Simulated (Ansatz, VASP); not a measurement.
# One calculation of MoRu5, two programs

INCAR

```
SYSTEM = MoRu5
  PREC = Accurate
  ENCUT = 520
  EDIFF = 1E-6
  ISMEAR = 0
  SIGMA = 0.2
  LREAL = .False.
  LASPH = .True.
  NELM = 80
  ALGO = Fast
  ISIF = 2
  LWAVE = .False.
  LCHARG = .False.
  GGA = PE
  NBANDS = 96
```

File KPOINTS:

```
Automatic mesh
0
Gamma
  6 6 4
  0 0 0
```

Contents of POSCAR:

```
MoRu5
1.0
    0.0000000000      0.0000000000      4.3163340000
    4.7544261098      0.0000000289      0.0000000000
   -0.0000000500      8.2349075830      0.0000000000
Mo Ru
2 10
Direct
    0.0000000000      0.0000000000      0.0000000000
    0.0000000000      0.5000000000      0.5000000000
    0.0000000000      0.0000000000      0.3333333333
    0.0000000000      0.5000000000      0.8333333333
    0.0000000000      0.5000000000      0.1666666667
    0.0000000000      1.0000000000      0.6666666667
    0.5000000000      0.3307605000      0.3307605000
    0.5000000000      0.8307605000      0.8307605000
    0.5000000000      0.8384790000      0.5000000000
    0.5000000000      0.3384790000      1.0000000000
    0.5000000000      0.8307605000      0.1692395000
    0.5000000000      0.3307605000      0.6692395000
```

Input for Ansatz:

```yaml
crystal:
  lattice:
    - [0.0, 0.0, 4.316334]
    - [4.7544261098, 2.89e-08, 0.0]
    - [-5.0e-08, 8.234907583, 0.0]
  atoms:
    - { symbol: Mo, position: [0.0, 0.0, 0.0] }
    - { symbol: Mo, position: [0.0, 0.5, 0.5] }
    - { symbol: Ru, position: [0.0, 0.0, 0.3333333333] }
    - { symbol: Ru, position: [0.0, 0.5, 0.8333333333] }
    - { symbol: Ru, position: [0.0, 0.5, 0.1666666667] }
    - { symbol: Ru, position: [0.0, 1.0, 0.6666666667] }
    - { symbol: Ru, position: [0.5, 0.3307605, 0.3307605] }
    - { symbol: Ru, position: [0.5, 0.8307605, 0.8307605] }
    - { symbol: Ru, position: [0.5, 0.838479, 0.5] }
    - { symbol: Ru, position: [0.5, 0.338479, 1.0] }
    - { symbol: Ru, position: [0.5, 0.8307605, 0.1692395] }
    - { symbol: Ru, position: [0.5, 0.3307605, 0.6692395] }
basis:
  ecutwfc: 420
kpoints:
  mp_grid: { grid: [6, 6, 4] }
hamiltonian:
  xc: pbe
scf:
  occupations: { method: gaussian, width: 0.2 }
  lower_state_search: "off"
output:
  forces: true
  stress: true
  eigenvalues: true
```

Alike in both runs: task single point; functional PBE; k mesh 6 × 6 × 4; occupations gaussian, width 0.2 eV; no spin polarisation.

|  | VASP | Ansatz |
| --- | --- | --- |
| version | VASP 6.6.1 | Ansatz 0.2.0 |
| potentials or method | VASP PAW PBE potentials, release 64 (Mo_sv, Ru_pv), cutoff 520 eV | scalar-relativistic, plane waves, PAW |
| valence electrons in the cell | 168 | 188 |

Ansatz gave:

| Property | Result |
| --- | --- |
| gap on the k mesh at the Fermi level (eV) | none |
| pressure (GPa) | 0.2 |
| traceless stress, the component that is largest in VASP (GPa) | 0.96 |
| rms of the force components (eV/Å) | 0.004 |

**Question.** What did VASP give for the same quantities?

**Answer.** gap on the k mesh at the Fermi level (eV): none; pressure (GPa): 0.2; traceless stress, the component that is largest in VASP (GPa): 0.97; rms of the force components (eV/Å): 0.005.

Atom by atom the forces differ by 0.003 eV/Å (rms over components). A gap of «none» marks a metal or a gap that the smearing closes. VASP's potentials hold 168 valence electrons a cell and Ansatz's 188, so a difference there can come from the potentials and not from the codes.
